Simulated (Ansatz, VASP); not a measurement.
**Ag3SnSe: VASP beside Ansatz**

```
Ag Sn Se
1.0
     5.60645    0.00000    0.00000
    -2.80322    4.85533    0.00000
     0.00000    0.00000    5.77658
Ag Sn Se
3 1 1
Direct
  0.50000 0.00000 0.50000
  0.00000 0.50000 0.50000
  0.50000 0.50000 0.50000
  0.00000 0.00000 0.00000
  0.00000 0.00000 0.50000
```

Alike in both runs: functional PBE; k mesh 12 × 12 × 6; occupations gaussian, width 0.1 eV; no spin polarisation.

Ansatz relaxed the structure, and its values are those at the end. VASP's run is a single point on that final structure, the one shown.

|  | VASP | Ansatz |
| --- | --- | --- |
| version | VASP 6.6.1 | Ansatz 0.2.0 |
| potentials or method | VASP PAW PBE potentials, release 64 (Ag, Sn_d, Se), cutoff 520 eV | scalar-relativistic, plane waves, PAW |
| valence electrons in the cell | 53 | 87 |

|  | VASP | Ansatz | Ansatz less VASP |
| --- | --- | --- | --- |
| gap on the k mesh at the Fermi level (eV) | none | none | - |
| pressure (GPa) | 0.0 | 0.0 | +0.04 |

A gap of «none» marks a metal or a gap that the smearing closes. With one functional, cell and mesh, what is left measures potentials, basis and numerics. VASP's potentials hold 53 valence electrons a cell and Ansatz's 87, so a difference there can come from the potentials and not from the codes.
